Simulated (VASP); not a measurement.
# ScIn2N3 (P-4m2) in VASP: notebook

Runs on ScIn2N3. Level: PBE. Tasks: single point.

Program: VASP 6.6.1. These are calculated values, not measurements. Logs are shortened: lines on timing, memory, paths and dates and some standing lists are left out, and cuts for length are marked.

### Step 1. The cell of the first run

Symmetry: P-4m2, No. 115, tetragonal system. Conventional cell: a = 3.150 Å, b = 3.150 Å, c = 8.949 Å, α = 90.00°, β = 90.00°, γ = 90.00°. Sc (site symmetry -4m2) has 4 N at 2.23 Å within 2.9 Å. Within 2.9 Å of In (site symmetry 2mm) lie 5 N at 2.23 to 2.43 Å. N (site symmetry 2mm) has 5 In at 2.23 to 2.43 Å within 2.9 Å. Within 2.9 Å of N (site symmetry -4m2) lie 4 Sc at 2.23 Å.

The cell was built from a structure type or drawn by symmetry, and may not be a known phase.

### Step 2. Single point, PBE

Input file INCAR:

```
ALGO = Normal
EDIFF = 1E-6
ENCUT = 520
GGA = PE
ISIF = 2
ISMEAR = 0
LASPH = True
LCHARG = True
LELF = True
LREAL = False
LVHAR = True
LWAVE = False
NBANDS = 35
NELM = 100
PREC = Accurate
SIGMA = 0.1
```

Input file KPOINTS:

```
k-points
0
Gamma
  12 12 4
```

Input file POSCAR:

```
ScIn2N3
1.0
    3.1502559731      0.0000000000      0.0000000000
    0.0000000000      3.1502559731      0.0000000000
    0.0000000000      0.0000000000      8.9493881337
Sc In N
1 2 3
Direct
    0.0000000000      0.0000000000      0.0000000000
    0.5000000000      0.0000000000      0.3630720240
    0.0000000000      0.5000000000      0.6369279760
    0.5000000000      0.0000000000      0.6344544157
    0.0000000000      0.5000000000      0.3655455843
    0.5000000000      0.5000000000      0.0000000000
```

Potentials or basis: VASP PAW PBE potentials, release 64 (Sc_sv, In_d, N).

The run is started by

```sh
$ cat potpaw_PBE.64/Sc_sv/POTCAR potpaw_PBE.64/In_d/POTCAR potpaw_PBE.64/N/POTCAR > POTCAR
$ mpirun -np 1 vasp_std > vasp.out
```

OUTCAR:

```text
EDIFF = 1E-6
   ENCUT = 520
   GGA = PE
   ISIF = 2
   ISMEAR = 0
   LASPH = True
   LREAL = False
   NELM = 100
   PREC = Accurate

 ion  position               nearest neighbor table
   1  0.000  0.000  0.000-   6 2.23   6 2.23   6 2.23   6 2.23   3 3.61   2 3.61   2 3.61   3 3.61

   2  0.500  0.000  0.363-   5 2.23   5 2.23   5 2.23   5 2.23   4 2.43   3 3.31   3 3.31   3 3.31
                             3 3.31   1 3.61   1 3.61
   3  0.000  0.500  0.637-   4 2.23   4 2.23   4 2.23   4 2.23   5 2.43   2 3.31   2 3.31   2 3.31
                             2 3.31   1 3.61   1 3.61
   4  0.500  0.000  0.634-   3 2.23   3 2.23   3 2.23   3 2.23   2 2.43
   5  0.000  0.500  0.366-   2 2.23   2 2.23   2 2.23   2 2.23   3 2.43
   6  0.500  0.500  0.000-   1 2.23   1 2.23   1 2.23   1 2.23

  LATTYP: Found a simple tetragonal cell.
 ALAT       =     3.1502559731
 C/A-ratio  =     2.8408447473

  Lattice vectors:

 A1 = (   3.1502559731,   0.0000000000,   0.0000000000)
 A2 = (   0.0000000000,   3.1502559731,   0.0000000000)
 A3 = (   0.0000000000,   0.0000000000,   8.9493881337)

Analysis of symmetry for initial positions (statically):
=====================================================================
 Subroutine PRICEL returns:
 Original cell was already a primitive cell.

 Routine SETGRP: Setting up the symmetry group for a
 simple tetragonal supercell.

 Subroutine GETGRP returns: Found  8 space group operations
 (whereof  8 operations were pure point group operations)
 out of a pool of 16 trial point group operations.

The static configuration has the point symmetry D_2d.

Analysis of symmetry for dynamics (positions and initial velocities):
=====================================================================
 Subroutine PRICEL returns:
 Original cell was already a primitive cell.

 Routine SETGRP: Setting up the symmetry group for a
 simple tetragonal supercell.

 Subroutine GETGRP returns: Found  8 space group operations
 (whereof  8 operations were pure point group operations)
 out of a pool of 16 trial point group operations.

The dynamic configuration has the point symmetry D_2d.

 Subroutine INISYM returns: Found  8 space group operations
 (whereof  8 operations are pure point group operations),
 and found     1 'primitive' translations

----------------------------------------------------------------------------------------
[... 103 lines left out ...]
   EDIFFG = 0.1E-04   stopping-criterion for IOM
   NSW    =      0    number of steps for IOM
   IBRION =     -1    ionic relax: 0-MD 1-quasi-New 2-CG
   NFREE  =      0    steps in history (QN), initial steepest desc. (CG)
   ISIF   =      2    stress and relaxation
   ISYM   =      2    0-nonsym 1-usesym 2-fastsym
   POTIM  = 0.5000    time-step for ionic-motion
   TEBEG  =    0.0;   TEEND  =   0.0 temperature during run
   PSTRESS=    0.0 pullay stress
   NELECT =      52.0000    total number of electrons
   NUPDOWN=      -1.0000    fix difference up-down
   EMIN   =  10.00;   EMAX   =-10.00  energy-range for DOS
   EFERMI =   0.00;   METHOD = LEGACY
   ISMEAR =     0;   SIGMA  =   0.10  broadening in eV -4-tet -1-fermi 0-gaus
   EFERMI_NEDOS =   21; number of points for ismear=-14 and -15
   IALGO  =     38    algorithm
   IMIX   =      4    mixing-type and parameters
     AMIX     =   0.40;   BMIX     =  1.00
     AMIX_MAG =   1.60;   BMIX_MAG =  1.00
  volume/ion in A,a.u.               =      14.80        99.89
  Fermi-wavevector in a.u.,A,eV,Ry     =   1.369560  2.588092 25.520359  1.875693
  Thomas-Fermi vector in A             =   2.495424
   LORBIT       =      0    0 simple, 1 ext, 2 COOP (PROOUT), +10 PAW based schemes
   GGA     = PE    functional components
   LHFCALC =     F    Hartree Fock is set to
   AEXX    =    0.0000 exact exchange contribution
   IVDW    =     0    specifies the selected vdW correction
   LEPSILON=     F    determine dielectric tensor
   LRPA    =     F    only Hartree local field effects (RPA)
 non-spin polarized calculation
 Gauss-broadening in eV      SIGMA  =   0.10
  energy-cutoff  :      520.00
  volume of cell :       88.81
 maximum number of plane-waves:      2440
 NGX is ok and might be reduce to    24
   NGX = 11   NGY = 11   NGZ = 33

 number of electron      52.0000002 magnetization

 Free energy of the ion-electron system (eV)
  ---------------------------------------------------
  ext. energy  EPLUGINS =         0.00000000
  ---------------------------------------------------
  free energy    TOTEN  =       -36.43362681 eV

  energy without entropy =      -36.43225394  energy(sigma->0) =      -36.43294037

 E-fermi :   6.4448     XC(G=0): -10.8412

 val. band max:        6.3709039372   @ k =   0.0000   0.0000   0.2500
 cond. band min:       6.4839192433   @ k =   0.0000   0.0000   0.0000
 fundamental gap:      0.1130153060
 Fermi energy:         6.4448160973

 k-point     1 :       0.0000    0.0000    0.0000
  band No.  band energies     occupation
      1     -42.5960      2.00000
      2     -21.5365      2.00000
      3     -20.9071      2.00000
      4     -20.9071      2.00000
      5      -9.6425      2.00000
      6      -9.5645      2.00000
[... 901 lines left out ...]
     34      12.2609      0.00000
     35      12.8024      0.00000

 [... further k-points ...]

------------------------ aborting loop because EDIFF is reached ----------------------------------------

  FORCE on cell =-STRESS in cart. coord.  units (eV):
  Direction    XX          YY          ZZ          XY          YZ          ZX
  --------------------------------------------------------------------------------------
  -------------------------------------------------------------------------------------
  Total        0.2483477      0.2483477      0.0173422      0.0000000      0.0000000     -0.0000000
  in kB        4.4800788      4.4800788      0.3128446      0.0000000      0.0000000     -0.0000000
  external PRESSURE =       3.0910008 kB  Pullay stress =       0.0000000 kB

 VOLUME and BASIS-vectors are now :
 -----------------------------------------------------------------------------
  energy-cutoff  :      520.00
  volume of cell :       88.81
      direct lattice vectors                 reciprocal lattice vectors
     3.150255973  0.000000000  0.000000000     0.317434522  0.000000000  0.000000000
     0.000000000  3.150255973  0.000000000     0.000000000  0.317434522  0.000000000
     0.000000000  0.000000000  8.949388134     0.000000000  0.000000000  0.111739483

 POSITION                                       TOTAL-FORCE (eV/Angst)
 -----------------------------------------------------------------------------------
      0.00000      0.00000      0.00000        -0.000000      0.000000      0.000000
      1.57513      0.00000      3.24927         0.000000     -0.000000     -0.009301
      0.00000      1.57513      5.70012        -0.000000      0.000000      0.009301
      1.57513      0.00000      5.67798         0.000000      0.000000      0.018322
      0.00000      1.57513      3.27141        -0.000000      0.000000     -0.018322
      1.57513      1.57513      0.00000        -0.000000      0.000000      0.000000
 -----------------------------------------------------------------------------------
    total drift:                                0.000000     -0.000000     -0.000000

  FREE ENERGIE OF THE ION-ELECTRON SYSTEM (eV)
  ---------------------------------------------------
  free  energy   TOTEN  =       -36.4336268079 eV

  energy  without entropy=      -36.4322539393  energy(sigma->0) =      -36.43294037
```

OSZICAR:

```text
N       E                     dE             d eps       ncg     rms          rms(c)
DAV:   1     0.620985399036E+03    0.62099E+03   -0.23985E+04  5880   0.193E+03
DAV:   2     0.614442806053E+02   -0.55954E+03   -0.54450E+03  5880   0.534E+02
DAV:   3    -0.392012101730E+02   -0.10065E+03   -0.96248E+02  7718   0.213E+02
DAV:   4    -0.467918902283E+02   -0.75907E+01   -0.75180E+01  8608   0.613E+01
DAV:   5    -0.469786069063E+02   -0.18672E+00   -0.18631E+00  8957   0.108E+01    0.199E+01
DAV:   6    -0.370351816682E+02    0.99434E+01   -0.49520E+01  9129   0.589E+01    0.125E+01
DAV:   7    -0.366870962324E+02    0.34809E+00   -0.80512E+00  8080   0.172E+01    0.517E+00
DAV:   8    -0.364870448146E+02    0.20005E+00   -0.77125E-01  8488   0.662E+00    0.260E+00
DAV:   9    -0.364444146803E+02    0.42630E-01   -0.12385E-01  7867   0.287E+00    0.105E+00
DAV:  10    -0.364332246807E+02    0.11190E-01   -0.29118E-02  9397   0.142E+00    0.305E-01
DAV:  11    -0.364334573345E+02   -0.23265E-03   -0.41499E-03  7931   0.478E-01    0.131E-01
DAV:  12    -0.364336187411E+02   -0.16141E-03   -0.42276E-04  9006   0.149E-01    0.299E-02
DAV:  13    -0.364336265491E+02   -0.78080E-05   -0.42392E-05  9055   0.498E-02    0.895E-03
DAV:  14    -0.364336268079E+02   -0.25882E-06   -0.55075E-06  7356   0.201E-02
   1 F= -.36433627E+02 E0= -.36432940E+02  d E =-.137287E-02
```

It took 89 s on 1 thread of Intel Xeon 6975P-C (Granite Rapids), shared host; peak memory 0.35 GiB.

Results:

| Property | Result |
| --- | --- |
| Free energy | -36.4336 eV |
| Pressure | 0.3 GPa |
| Largest force | 0.018 eV/Å |
| Band gap on the k mesh | zero (bands 26 and 27 overlap by 0.23 eV) |

Forces on the atoms (eV/Å):
```
Sc   0.000  0.000  0.000
In   0.000  0.000 -0.009
In   0.000  0.000  0.009
N    0.000  0.000  0.018
N    0.000  0.000 -0.018
N    0.000  0.000  0.000
```

Stress tensor (GPa, compression positive):
```
0.45 0.00 0.00
0.00 0.45 0.00
0.00 0.00 0.03
```

Levels at points of the mesh, in eV from the Fermi level:
| k point | band 23 | band 24 | band 25 | band 26 | band 27 | band 28 | band 29 | band 30 |
| --- | --- | --- | --- | --- | --- | --- | --- | --- |
| (0.00, 0.00, 0.00) | -1.76 | -0.91 | -0.91 | 0.04 | 0.04 | 0.82 | 1.95 | 2.90 |
| (0.50, 0.00, 0.00) | -1.83 | -1.72 | -0.14 | -0.10 | 1.74 | 2.70 | 3.50 | 3.52 |
| (0.50, 0.50, 0.00) | -2.50 | -1.77 | -1.77 | -0.35 | 0.58 | 0.58 | 1.90 | 1.90 |
| (0.00, 0.00, 0.50) | -1.76 | -1.76 | 0.04 | 0.04 | 0.53 | 0.95 | 1.26 | 2.33 |
| (0.50, 0.00, 0.50) | -1.86 | -0.99 | -0.15 | -0.10 | 1.16 | 2.88 | 3.52 | 3.91 |
| (0.50, 0.50, 0.50) | -2.55 | -1.60 | -1.60 | -0.37 | 0.14 | 0.14 | 2.39 | 2.39 |

Caveat: spin-orbit coupling is left out, which moves the levels of the heavy elements.

### Step 3. Single point, PBE, collinear spin, ferromagnetic start

This run uses another cell than the first one, of 14.71 Å³/atom.

Input file INCAR:

```
PREC = Accurate
ENCUT = 520
EDIFF = 1E-6
ISMEAR = 0
SIGMA = 0.1
LREAL = False
LASPH = True
NELM = 150
ALGO = Normal
ISIF = 2
LWAVE = False
LCHARG = True
ISPIN = 2
MAGMOM = 0 0 0 1 1 1
LORBIT = 11
LMAXMIX = 4
GGA = PE
LELF = True
LVHAR = True
NBANDS = 39
```

Input file KPOINTS:

```
regular mesh
0
Gamma
  6 6 2
```

Input file POSCAR:

```
ScIn2N3
1.0
    3.1510451221      0.0000000000      0.0000000000
    0.0000000000      3.1510451221      0.0000000000
    0.0000000000      0.0000000000      8.8891291628
Sc In N
1 2 3
Direct
    0.0000000000      0.0000000000      0.0000000000
    0.5000000000      0.0000000000      0.3626445788
    0.0000000000      0.5000000000      0.6373554212
    0.5000000000      0.0000000000      0.6353419643
    0.0000000000      0.5000000000      0.3646580357
    0.5000000000      0.5000000000      0.0000000000
```

Potentials or basis: VASP PAW PBE potentials, release 64 (Sc_sv, In_d, N).

The run is started by

```sh
$ cat potpaw_PBE.64/Sc_sv/POTCAR potpaw_PBE.64/In_d/POTCAR potpaw_PBE.64/N/POTCAR > POTCAR
$ mpirun -np 1 vasp_std > vasp.out
```

Wall time 73 s (1 thread of Intel Xeon 6975P-C (Granite Rapids), shared host); peak memory 0.28 GiB.

The run converged. Its results:

| Quantity | Value |
| --- | --- |
| Free energy | -36.4178 eV |
| Pressure | 0.5 GPa |
| Largest force | 0.026 eV/Å |
| Band gap on the k mesh | zero (filled and empty bands touch) |
| Net moment | 0.00 μB per cell |
| Valence electrons inside the program's atomic spheres | Sc 9.39; In 11.42; N 3.64, 3.62 (each value once) |

Forces on the atoms (eV/Å):
```
Sc   0.000  0.000  0.000
In   0.000  0.000 -0.026
In   0.000  0.000  0.026
N    0.000  0.000  0.015
N    0.000  0.000 -0.015
N    0.000  0.000  0.000
```

Stress tensor (GPa, compression positive):
```
0.56 0.00 0.00
0.00 0.56 0.00
0.00 0.00 0.33
```

Levels at points of the mesh, in eV from the Fermi level:
Spin up:
| k point | band 24 | band 25 | band 26 | band 27 | band 28 | band 29 |
| --- | --- | --- | --- | --- | --- | --- |
| (0.00, 0.00, 0.00) | -0.94 | -0.93 | -0.04 | -0.04 | 0.73 | 1.92 |
| (0.50, 0.00, 0.00) | -1.76 | -0.18 | -0.13 | 1.70 | 2.66 | 3.44 |
| (0.50, 0.50, 0.00) | -1.86 | -1.86 | -0.41 | 0.54 | 0.54 | 1.84 |
| (0.00, 0.00, 0.50) | -1.79 | -0.04 | -0.04 | 0.51 | 0.89 | 1.23 |
| (0.50, 0.00, 0.50) | -1.01 | -0.18 | -0.13 | 1.10 | 2.86 | 3.44 |
| (0.50, 0.50, 0.50) | -1.67 | -1.67 | -0.43 | 0.07 | 0.07 | 2.36 |
Spin down:
| k point | band 24 | band 25 | band 26 | band 27 | band 28 | band 29 |
| --- | --- | --- | --- | --- | --- | --- |
| (0.00, 0.00, 0.00) | -0.94 | -0.93 | -0.04 | -0.04 | 0.73 | 1.92 |
| (0.50, 0.00, 0.00) | -1.76 | -0.18 | -0.13 | 1.70 | 2.66 | 3.44 |
| (0.50, 0.50, 0.00) | -1.86 | -1.86 | -0.41 | 0.54 | 0.54 | 1.84 |
| (0.00, 0.00, 0.50) | -1.79 | -0.04 | -0.04 | 0.51 | 0.89 | 1.23 |
| (0.50, 0.00, 0.50) | -1.01 | -0.18 | -0.13 | 1.10 | 2.86 | 3.44 |
| (0.50, 0.50, 0.50) | -1.67 | -1.67 | -0.43 | 0.07 | 0.07 | 2.36 |

Caveat: spin-orbit coupling is left out, which moves the levels of the heavy elements.

### Step 4. Single point, PBE, collinear spin, ferromagnetic start

This run uses another cell than the first one, of 15.24 Å³/atom.

Input file INCAR:

```
SYSTEM = ScIn2N3
PREC     = Accurate       ! precision mode
ENCUT    = 520            ! plane-wave cutoff, eV
EDIFF    = 1E-7           ! SCF threshold, eV
ISMEAR   = 0              ! smearing method
SIGMA    = 0.1            ! smearing width, eV
LREAL    = .False.        ! projectors in reciprocal space
LASPH    = .True.         ! aspherical terms in the spheres
NELM     = 150            ! most SCF steps
ALGO     = Normal         ! electronic algorithm
ISIF     = 2              ! what is computed and relaxed
LWAVE    = .False.        ! write WAVECAR
LCHARG   = .False.        ! write CHGCAR
ISPIN    = 2              ! spin polarisation
MAGMOM   = 0 0 0 1 1 1    ! initial moments
LORBIT   = 11             ! projections on sites
LMAXMIX  = 4              ! l up to which the mixer works
GGA      = PE             ! functional
NBANDS   = 39             ! bands
```

Input file KPOINTS:

```
Automatic mesh
0
Gamma
  6 6 2
  0 0 0
```

Input file POSCAR:

```
ScIn2N3
1.0
    3.4786949700      0.0000000000      0.0000000000
    0.0000000000      3.4786949700      0.0000000000
    0.0000000000      0.0000000000      7.5585212600
Sc In N
1 2 3
Direct
    0.0000000000      0.0000000000      0.0000000000
    0.5000000000      0.0000000000      0.2626059900
    0.0000000000      0.5000000000      0.7373940100
    0.5000000000      0.0000000000      0.6250519800
    0.0000000000      0.5000000000      0.3749480200
    0.5000000000      0.5000000000      0.0000000000
```

The run is started by

```sh
$ cat potpaw_PBE.64/Sc_sv/POTCAR potpaw_PBE.64/In_d/POTCAR potpaw_PBE.64/N/POTCAR > POTCAR
$ mpirun -np 1 vasp_std > vasp.out
```

It took 90 s on 1 thread of Intel Xeon 6975P-C (Granite Rapids), shared host; peak memory 0.29 GiB.

It converged, with:

* Free energy: -30.4188 eV
* Pressure: -8.7 GPa
* Largest force: 5.820 eV/Å
* Net moment: 0.63 μB per cell
* Site moments: Sc -0.06; In -0.03; N +0.27, +0.02 (each value once) μB
* Valence electrons inside the program's atomic spheres: Sc 9.53; In 11.30; N 3.40, 3.52 (each value once)

Forces in eV/Å, atoms in the order of the input:
```
Sc   0.000  0.000  0.000
In   0.000  0.000  5.820
In   0.000  0.000 -5.820
N    0.000  0.000  1.639
N    0.000  0.000 -1.639
N    0.000  0.000  0.000
```

Stress tensor (GPa, compression positive):
```
-16.80   0.00   0.00
  0.00 -16.80   0.00
  0.00   0.00   7.60
```

Levels at points of the mesh, in eV from the Fermi level:
Spin up:
```csv
k point,band 24,band 25,band 26,band 27,band 28,band 29
"(0.00, 0.00, 0.00)",-1.15,-1.14,-0.78,-0.78,-0.47,1.69
"(0.50, 0.00, 0.00)",-1.36,-0.44,-0.33,0.65,1.35,1.63
"(0.50, 0.50, 0.00)",-2.31,-2.31,-0.65,0.05,0.05,1.18
"(0.00, 0.00, 0.50)",-1.57,-0.44,-0.44,-0.33,0.77,0.84
"(0.50, 0.00, 0.50)",-0.46,-0.34,-0.34,0.14,1.14,1.68
"(0.50, 0.50, 0.50)",-1.48,-1.48,-1.38,-1.23,-1.23,1.60
```
Spin down:
```csv
k point,band 24,band 25,band 26,band 27,band 28,band 29
"(0.00, 0.00, 0.00)",-0.79,-0.79,-0.48,-0.39,-0.39,1.73
"(0.50, 0.00, 0.00)",-0.98,0.02,0.21,0.84,1.44,1.57
"(0.50, 0.50, 0.00)",-2.15,-2.15,-0.34,0.31,0.31,1.20
"(0.00, 0.00, 0.50)",-1.19,-0.29,0.01,0.01,0.88,1.12
"(0.50, 0.00, 0.50)",-0.01,0.11,0.19,0.20,1.20,1.63
"(0.50, 0.50, 0.50)",-1.30,-1.30,-1.19,-1.06,-1.06,1.71
```

Caveat: the k points lie up to 0.42 Å⁻¹ apart; spin-orbit coupling is left out, which moves the levels of the heavy elements; forces of over 1 eV/Å act on the atoms, so gaps and moduli don't describe the material at rest.

### Step 5. Summary

```csv
spin,cell,k mesh,gap on the mesh (eV),pressure (GPa),moment (μB),largest force (eV/Å)
off,"a = 3.150, b = 3.150, c = 8.949 Å, 6 atoms, atomic positions A",12 × 12 × 4,none,0.3,-,0.02
"collinear, ferromagnetic start","a = 3.151, b = 3.151, c = 8.889 Å, 6 atoms, atomic positions A",6 × 6 × 2,none,0.5,0.00,0.03
"collinear, ferromagnetic start","a = 3.479, b = 3.479, c = 7.559 Å, 6 atoms, atomic positions B",6 × 6 × 2,none,-8.7,0.63,5.82
```

Alike in all rows: task single point; level PBE; potentials or basis VASP PAW PBE potentials, release 64 (Sc_sv, In_d, N); cutoff (eV) 520; smearing gaussian 0.1 eV.

Caveats: some runs use coarse meshes; spin-orbit coupling is left out, which moves the levels of the heavy elements; forces of over 1 eV/Å act on the atoms, so gaps and moduli don't describe the material at rest (at least some runs).

Absolute energies hang on the potentials; compare differences alone.
